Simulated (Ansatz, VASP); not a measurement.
# One calculation of Bi2Te3, two programs

```
Te Bi
1.0
     4.17575    0.00000    0.00000
    -2.08787    3.61630    0.00000
     0.00000    0.00000   41.03016
Te Bi
3 2
Direct
  0.00000 0.00000 0.40388
  0.66667 0.33333 0.50000
  0.33333 0.66667 0.59612
  0.33333 0.66667 0.44833
  0.00000 0.00000 0.55167
```

Change from the starting cell: biaxial strain -0.040, atoms relaxed.

Alike in both runs: functional PBE; dispersion D3(BJ); k mesh 6 × 6 × 1; occupations gaussian, width 0.02 eV; no spin polarisation.

Ansatz relaxed the structure, and its values are those at the end. VASP's run is a single point on that final structure, the one shown.

```csv
,VASP,Ansatz
version,VASP 6.6.1,Ansatz 0.2.0
potentials or method,"VASP PAW PBE potentials, release 64 (Te, Bi_d), cutoff 520 eV","scalar-relativistic, plane waves, PAW"
valence electrons in the cell,48,78
```

|  | VASP | Ansatz | Ansatz less VASP |
| --- | --- | --- | --- |
| gap on the k mesh at the Fermi level (eV) | 1.49 | 1.48 | -0.002 |
| least direct gap on the mesh (eV) | 1.55 | 1.56 | +0.011 |
| rms of the force components (eV/Å) | 0.007 | 0.001 | -0.0062 |

VASP's potentials hold 48 valence electrons a cell and Ansatz's 78, so a difference there can come from the potentials and not from the codes. Ansatz's warnings: stress scf threshold loose.

Neither program's run includes spin-orbit coupling.
